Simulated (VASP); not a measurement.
Wanted: the native input for a VASP 6.6.1 run.

```
Task                   : single point
Functional             : LDA
Potentials or basis    : VASP PAW LDA potentials, release 64 (Ge_d)
Cutoff                 : 520 eV
k mesh                 : 15 × 15 × 15
Occupations            : fermi-dirac, width 0.08 eV
Spin                   : no spin polarisation
Dipole correction      : no
Further INCAR settings : ALGO = Normal; EDIFF = 1e-06; NBANDS = 13
```

The structure of Ge lies in POSCAR:

```
Ge
1.0
    2.2045705842      0.0000000000      0.0000000000
    0.0000000000      2.2045705842      0.0000000000
    0.0000000000      0.0000000000      2.2045705842
Ge
1
Direct
    0.0000000000      0.0000000000      0.0000000000
```

This cell differs from its parent crystal: volume scaled by 0.58.

The input as run:

INCAR

```
SYSTEM = Ge
  PREC = Accurate
  ENCUT = 520
  EDIFF = 1E-6
  ISMEAR = -1
  SIGMA = 0.08
  LREAL = .FALSE.
  LASPH = .TRUE.
  NELM = 100
  ALGO = Normal
  ISIF = 2
  LWAVE = .FALSE.
  LCHARG = .FALSE.
  GGA = CA
  NBANDS = 13
```

KPOINTS

```
regular mesh
0
G
  15 15 15
  0 0 0
```

Potentials or basis: VASP PAW LDA potentials, release 64 (Ge_d).

Run with:

```sh
$ cat potpaw_LDA.64/Ge_d/POTCAR > POTCAR
$ mpirun -np 1 vasp_std > vasp.out
```

Results of the run:

```json
{
  "Pressure": "160.6 GPa",
  "Band gap on the k mesh": "zero (band 7 reaches 24.65 eV, above the bottom of band 8 at 11.86 eV)"
}
```

Run time: 5.1 s on 1 thread of Intel(R) Xeon(R) Platinum 8488C (Sapphire Rapids) (shared host), peak memory 0.12 GiB.
